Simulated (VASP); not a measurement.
# MnO (Fm-3m) in VASP: single point with r2SCAN+U

Aim: the single point of MnO with r2SCAN+U.

Program: VASP 6.6.1. These are calculated values, not measurements. Logs are shortened: lines on timing, memory, paths and dates and some standing lists are left out, and cuts for length are marked.

### Step 1. The cell of the first run

It takes space group Fm-3m (No. 225, cubic). Conventional cell: a = 4.444 Å, b = 4.444 Å, c = 4.444 Å, α = 90.00°, β = 90.00°, γ = 90.00°. Mn (site symmetry m-3m) has 6 O at 2.22 Å within 2.9 Å. Within 2.9 Å of O (site symmetry m-3m) lie 6 Mn at 2.22 Å.

### Step 2. Single point, r2SCAN+U, collinear spin, ferromagnetic start

POSCAR

```
MnO
1.0
    0.0000000000      2.2220003300      2.2220003300
    2.2220003300      0.0000000000      2.2220003300
    2.2220003300      2.2220003300      0.0000000000
Mn O
1 1
Direct
    0.0000000000      0.0000000000      0.0000000000
    0.5000000000      0.5000000000      0.5000000000
```

INCAR.step1

```
PREC     = Accurate       # precision mode
ENCUT    = 770            # plane-wave cutoff, eV
ISMEAR   = 0              # smearing method
SIGMA    = 0.05           # smearing width, eV
LREAL    = False          # projectors in reciprocal space
LASPH    = True           # aspherical terms in the spheres
NELM     = 200            # most SCF steps
ISPIN    = 2              # spin polarisation
MAGMOM   = 5 0            # initial moments
LMAXMIX  = 4              # l up to which the mixer works
LDAU     = True           # DFT+U
LDAUTYPE = 1            
LDAUL    = 2 -1           # shell
LDAUU    = 2 0            # U, eV
LDAUJ    = 0.9 0        
NBANDS   = 22             # bands
GGA      = PE             # functional
ALGO     = Normal         # electronic algorithm
EDIFF    = 1E-5           # SCF threshold, eV
LWAVE    = True           # write WAVECAR
LCHARG   = False          # write CHGCAR
GGA_COMPAT= False
```

INCAR.step2

```
PREC     = Accurate       # precision mode
ENCUT    = 770            # plane-wave cutoff, eV
EDIFF    = 1E-6           # SCF threshold, eV
ISMEAR   = 0              # smearing method
SIGMA    = 0.05           # smearing width, eV
LREAL    = False          # projectors in reciprocal space
LASPH    = True           # aspherical terms in the spheres
NELM     = 200            # most SCF steps
ALGO     = Normal         # electronic algorithm
ISIF     = 2              # what is computed and relaxed
LWAVE    = False          # write WAVECAR
LCHARG   = False          # write CHGCAR
ISPIN    = 2              # spin polarisation
MAGMOM   = 5 0            # initial moments
LORBIT   = 11             # projections on sites
LMAXMIX  = 4              # l up to which the mixer works
LDAU     = True           # DFT+U
LDAUTYPE = 1            
LDAUL    = 2 -1           # shell
LDAUU    = 2 0            # U, eV
LDAUJ    = 0.9 0        
LDAUPRINT= 1            
METAGGA  = R2SCAN         # meta-GGA
LMIXTAU  = True         
NBANDS   = 22             # bands
ISTART   = 1            
GGA_COMPAT= False
```

KPOINTS

```
regular mesh
0
Gamma
  7 7 7
```

Potentials or basis: VASP PAW PBE potentials, release 64 (Mn_sv, O).

Run with:

```console
cat potpaw_PBE.64/Mn_sv/POTCAR potpaw_PBE.64/O/POTCAR > POTCAR
cp INCAR.step1 INCAR
mpirun -np 1 vasp_std > vasp.out
cp INCAR.step2 INCAR
mpirun -np 1 vasp_std > vasp.out
```

OUTCAR:

```text
PREC = Accurate
   ENCUT = 770
   EDIFF = 1E-6
   ISMEAR = 0
   LREAL = False
   LASPH = True
   NELM = 200
   ISIF = 2
   ISPIN = 2
   LORBIT = 11
   METAGGA = R2SCAN
   ISTART = 1

 ion  position               nearest neighbor table
   1  0.000  0.000  0.000-   2 2.22   2 2.22   2 2.22   2 2.22   2 2.22   2 2.22
   2  0.500  0.500  0.500-   1 2.22   1 2.22   1 2.22   1 2.22   1 2.22   1 2.22

  LATTYP: Found a face centered cubic cell.
 ALAT       =     4.4440006600

  Lattice vectors:

 A1 = (   0.0000000000,   2.2220003300,   2.2220003300)
 A2 = (   2.2220003300,   0.0000000000,   2.2220003300)
 A3 = (   2.2220003300,   2.2220003300,   0.0000000000)

Analysis of symmetry for initial positions (statically):
=====================================================================
 Subroutine PRICEL returns:
 Original cell was already a primitive cell.

 Routine SETGRP: Setting up the symmetry group for a
 face centered cubic supercell.

 Subroutine GETGRP returns: Found 48 space group operations
 (whereof 48 operations were pure point group operations)
 out of a pool of 48 trial point group operations.

The static configuration has the point symmetry O_h .

Analysis of symmetry for dynamics (positions and initial velocities):
=====================================================================
 Subroutine PRICEL returns:
 Original cell was already a primitive cell.

 Routine SETGRP: Setting up the symmetry group for a
 face centered cubic supercell.

 Subroutine GETGRP returns: Found 48 space group operations
 (whereof 48 operations were pure point group operations)
 out of a pool of 48 trial point group operations.

The dynamic configuration has the point symmetry O_h .

Analysis of structural, dynamic, and magnetic symmetry:
=====================================================================
 Subroutine PRICEL returns:
 Original cell was already a primitive cell.

 Routine SETGRP: Setting up the symmetry group for a
 face centered cubic supercell.

 Subroutine GETGRP returns: Found 48 space group operations
 (whereof 48 operations were pure point group operations)
 out of a pool of 48 trial point group operations.

The overall configuration has the point symmetry O_h .

 Subroutine INISYM returns: Found 48 space group operations
 (whereof 48 operations are pure point group operations),
 and found     1 'primitive' translations

----------------------------------------------------------------------------------------

                                     Primitive cell

  volume of cell :      21.9413

  direct lattice vectors                    reciprocal lattice vectors
     0.000000000  2.222000330  2.222000330    -0.225022469  0.225022469  0.225022469
     2.222000330  0.000000000  2.222000330     0.225022469 -0.225022469  0.225022469
     2.222000330  2.222000330  0.000000000     0.225022469  0.225022469 -0.225022469

  length of vectors
     3.142383002  3.142383002  3.142383002     0.389750349  0.389750349  0.389750349

  position of ions in fractional coordinates (direct lattice)
     0.000000000  0.000000000  0.000000000
     0.500000000  0.500000000  0.500000000

  ion indices of the primitive-cell ions
   primitive index   ion index
                 1           1
                 2           2

----------------------------------------------------------------------------------------

 KPOINTS: regular mesh

Automatic generation of k-mesh.
 Grid dimensions read from file:
 generate k-points for:    7    7    7
[... 52 lines left out ...]
   ICHARG =      0    charge: 1-file 2-atom 10-const
   ISPIN  =      2    spin polarized calculation?
   LNONCOLLINEAR =      F non collinear calculations
   LSORBIT =      F    spin-orbit coupling
   LASPH  =      T    aspherical Exc in radial PAW
   ENCUT  =  770.0 eV  56.59 Ry    7.52 a.u.   7.11  7.11  7.11*2*pi/ulx,y,z
   NELM   =    200;   NELMIN=  2; NELMDL=  0     # of ELM steps
   EDIFF  = 0.1E-05   stopping-criterion for ELM
   LREAL  =      F    real-space projection
   EDIFFG = 0.1E-04   stopping-criterion for IOM
   NSW    =      0    number of steps for IOM
   IBRION =     -1    ionic relax: 0-MD 1-quasi-New 2-CG
   NFREE  =      0    steps in history (QN), initial steepest desc. (CG)
   ISIF   =      2    stress and relaxation
   ISYM   =      2    0-nonsym 1-usesym 2-fastsym
   POTIM  = 0.5000    time-step for ionic-motion
   TEBEG  =    0.0;   TEEND  =   0.0 temperature during run
   PSTRESS=    0.0 pullay stress
   NELECT =      21.0000    total number of electrons
   NUPDOWN=      -1.0000    fix difference up-down
   EMIN   =  10.00;   EMAX   =-10.00  energy-range for DOS
   EFERMI =   0.00;   METHOD = LEGACY
   ISMEAR =     0;   SIGMA  =   0.05  broadening in eV -4-tet -1-fermi 0-gaus
   EFERMI_NEDOS =   21; number of points for ismear=-14 and -15
   IALGO  =     38    algorithm
   IMIX   =      4    mixing-type and parameters
     AMIX     =   0.40;   BMIX     =  1.00
     AMIX_MAG =   1.60;   BMIX_MAG =  1.00
  volume/ion in A,a.u.               =      10.97        74.03
  Fermi-wavevector in a.u.,A,eV,Ry     =   1.613345  3.048779 35.414344  2.602881
  Thomas-Fermi vector in A             =   2.708429
   LORBIT       =     11    0 simple, 1 ext, 2 COOP (PROOUT), +10 PAW based schemes
 LDA+U is selected, type is set to LDAUTYPE =  1
   angular momentum for each species LDAUL =     2   -1
   U (eV)           for each species LDAUU =   2.0  0.0
   J (eV)           for each species LDAUJ =   0.9  0.0
   METAGGA = R2SCAN    functional components
   LHFCALC =     F    Hartree Fock is set to
   AEXX    =    0.0000 exact exchange contribution
   IVDW    =     0    specifies the selected vdW correction
   LEPSILON=     F    determine dielectric tensor
   LRPA    =     F    only Hartree local field effects (RPA)
 spin polarized calculation
 Gauss-broadening in eV      SIGMA  =   0.05
  energy-cutoff  :      770.00
  volume of cell :       21.94
 maximum number of plane-waves:      1077
   NGX = 15   NGY = 15   NGZ = 15

atom =   1  type =  1  l = 2

 onsite density matrix

spin component  1

  0.9026 -0.0000 -0.0000  0.0000 -0.0000
 -0.0000  0.9026  0.0000  0.0000  0.0000
 -0.0000  0.0000  0.9358 -0.0000 -0.0000
  0.0000  0.0000 -0.0000  0.9026  0.0000
 -0.0000  0.0000 -0.0000  0.0000  0.9358

spin component  2

  0.0150 -0.0000  0.0000  0.0000 -0.0000
 -0.0000  0.0150 -0.0000 -0.0000 -0.0000
  0.0000 -0.0000  0.0577 -0.0000 -0.0000
  0.0000 -0.0000 -0.0000  0.0150 -0.0000
 -0.0000 -0.0000 -0.0000 -0.0000  0.0577

 occupancies and eigenvectors

  o =  0.0150  v =  0.0000  0.0000  0.0000  0.0000  0.0000  0.0045  0.6148 -0.0000 -0.7887 -0.0000      0.0000  0.0000  0.0000  0.0000  0.0000  0.0000  0.0000  0.0000  0.0000  0.0000
  o =  0.0150  v =  0.0000  0.0000  0.0000  0.0000  0.0000 -0.0026  0.7887  0.0000  0.6148  0.0000      0.0000  0.0000  0.0000  0.0000  0.0000  0.0000  0.0000  0.0000  0.0000  0.0000
  o =  0.0150  v =  0.0000  0.0000  0.0000  0.0000  0.0000  1.0000 -0.0007 -0.0000  0.0051  0.0000      0.0000  0.0000  0.0000  0.0000  0.0000  0.0000  0.0000  0.0000  0.0000  0.0000
  o =  0.0577  v =  0.0000  0.0000  0.0000  0.0000  0.0000 -0.0000  0.0000  0.0017 -0.0000  1.0000      0.0000  0.0000  0.0000  0.0000  0.0000  0.0000  0.0000  0.0000  0.0000  0.0000
  o =  0.0577  v =  0.0000  0.0000  0.0000  0.0000  0.0000  0.0000 -0.0000  1.0000  0.0000 -0.0017      0.0000  0.0000  0.0000  0.0000  0.0000  0.0000  0.0000  0.0000  0.0000  0.0000
  o =  0.9026  v =  1.0000  0.0000  0.0000  0.0000  0.0000  0.0000  0.0000  0.0000  0.0000  0.0000      0.0000  0.0000  0.0000  0.0000  0.0000  0.0000  0.0000  0.0000  0.0000  0.0000
  o =  0.9026  v =  0.0000 -0.9413  0.0000  0.3375 -0.0000  0.0000  0.0000  0.0000  0.0000  0.0000      0.0000  0.0000  0.0000  0.0000  0.0000  0.0000  0.0000  0.0000  0.0000  0.0000
  o =  0.9026  v =  0.0000  0.3375 -0.0000  0.9413  0.0000  0.0000  0.0000  0.0000  0.0000  0.0000      0.0000  0.0000  0.0000  0.0000  0.0000  0.0000  0.0000  0.0000  0.0000  0.0000
  o =  0.9358  v =  0.0000  0.0000  1.0000  0.0000 -0.0063  0.0000  0.0000  0.0000  0.0000  0.0000      0.0000  0.0000  0.0000  0.0000  0.0000  0.0000  0.0000  0.0000  0.0000  0.0000
  o =  0.9358  v =  0.0000  0.0000 -0.0063  0.0000 -1.0000  0.0000  0.0000  0.0000  0.0000  0.0000      0.0000  0.0000  0.0000  0.0000  0.0000  0.0000  0.0000  0.0000  0.0000  0.0000

 number of electron      21.0000009 magnetization       4.9999982

 Free energy of the ion-electron system (eV)
  ---------------------------------------------------
  ext. energy  EPLUGINS =         0.00000000
  ---------------------------------------------------
  free energy    TOTEN  =       -24.25872808 eV

  energy without entropy =      -24.25872801  energy(sigma->0) =      -24.25872805

 E-fermi :   8.8745     XC(G=0): -12.5311

 val. band max:        8.7176124222   @ k =   0.4286   0.0000   0.0000
 cond. band min:       9.0087662541   @ k =   0.0000   0.0000   0.0000
 fundamental gap:      0.2911538319
 Fermi energy:         8.8745038797

 spin component 1

 k-point     1 :       0.0000    0.0000    0.0000
  band No.  band energies     occupation
      1     -76.0161      1.00000
      2     -43.5112      1.00000
      3     -43.5112      1.00000
      4     -43.5112      1.00000
      5     -12.1322      1.00000
      6       5.1155      1.00000
[... 489 lines left out ...]
     21      36.5664      0.00000
     22      37.0393      0.00000
 Fermi energy:         8.8745038797

 spin component 2

 k-point     1 :       0.0000    0.0000    0.0000
  band No.  band energies     occupation
      1     -69.5186      1.00000
      2     -37.0399      1.00000
      3     -37.0399      1.00000
      4     -37.0399      1.00000
      5     -11.6468      1.00000
      6       5.8062      1.00000
[... 489 lines left out ...]
     21      37.7692      0.00000
     22      38.8081      0.00000

------------------------ aborting loop because EDIFF is reached ----------------------------------------

  FORCE on cell =-STRESS in cart. coord.  units (eV):
  Direction    XX          YY          ZZ          XY          YZ          ZX
  --------------------------------------------------------------------------------------
  -------------------------------------------------------------------------------------
  Total        0.1095022      0.1095022      0.1095022     -0.0000000      0.0000000     -0.0000000
  in kB        7.9959714      7.9959714      7.9959714     -0.0000000      0.0000000     -0.0000000
  external PRESSURE =       7.9959714 kB  Pullay stress =       0.0000000 kB

 VOLUME and BASIS-vectors are now :
 -----------------------------------------------------------------------------
  energy-cutoff  :      770.00
  volume of cell :       21.94
      direct lattice vectors                 reciprocal lattice vectors
     0.000000000  2.222000330  2.222000330    -0.225022469  0.225022469  0.225022469
     2.222000330  0.000000000  2.222000330     0.225022469 -0.225022469  0.225022469
     2.222000330  2.222000330  0.000000000     0.225022469  0.225022469 -0.225022469

 POSITION                                       TOTAL-FORCE (eV/Angst)
 -----------------------------------------------------------------------------------
      0.00000      0.00000      0.00000         0.000000      0.000000     -0.000000
      2.22200      2.22200      2.22200         0.000000      0.000000      0.000000
 -----------------------------------------------------------------------------------
    total drift:                                0.000000      0.000000      0.000000

  FREE ENERGIE OF THE ION-ELECTRON SYSTEM (eV)
  ---------------------------------------------------
  free  energy   TOTEN  =       -24.2587280802 eV

  energy  without entropy=      -24.2587280148  energy(sigma->0) =      -24.25872805

 total charge

# of ion       s       p       d       tot
------------------------------------------
    1        2.107   6.022   4.719  12.848
    2        1.553   3.482   0.000   5.035
--------------------------------------------------
tot          3.661   9.504   4.719  17.883

 magnetization (x)

# of ion       s       p       d       tot
------------------------------------------
    1        0.024   0.013   4.404   4.442
    2        0.030   0.181   0.000   0.211
--------------------------------------------------
tot          0.055   0.194   4.404   4.653
```

Run time: 2 min. Hardware: 1 thread of Intel Xeon Platinum 8259CL at 2.50GHz (Skylake/Cascade Lake), shared host; peak memory 0.19 GiB.

Results:

```
Free energy                                           : -24.2587 eV
Pressure                                              : 0.8 GPa
Band gap on the k mesh                                : 0.29 eV (least direct gap 3.03 eV)
Net moment                                            : 5.00 μB per cell
Site moments                                          : Mn +4.44; O +0.21 μB
Valence electrons inside the program's atomic spheres : Mn 12.85; O 5.04
```

Eigenvalues of the final occupation matrices:
```
    site  spin  trace               eigenvalues
site 1 d     1   4.58  0.90 0.90 0.90 0.94 0.94
site 1 d     2   0.16  0.01 0.01 0.01 0.06 0.06
```

Caveat: the PAW data sets were made with another functional, which shifts forces and pressure a little; an odd mesh through Γ misses points on the zone boundary, where band edges can lie; a cell with one magnetic atom can't hold antiferromagnetic order, which such compounds often take.
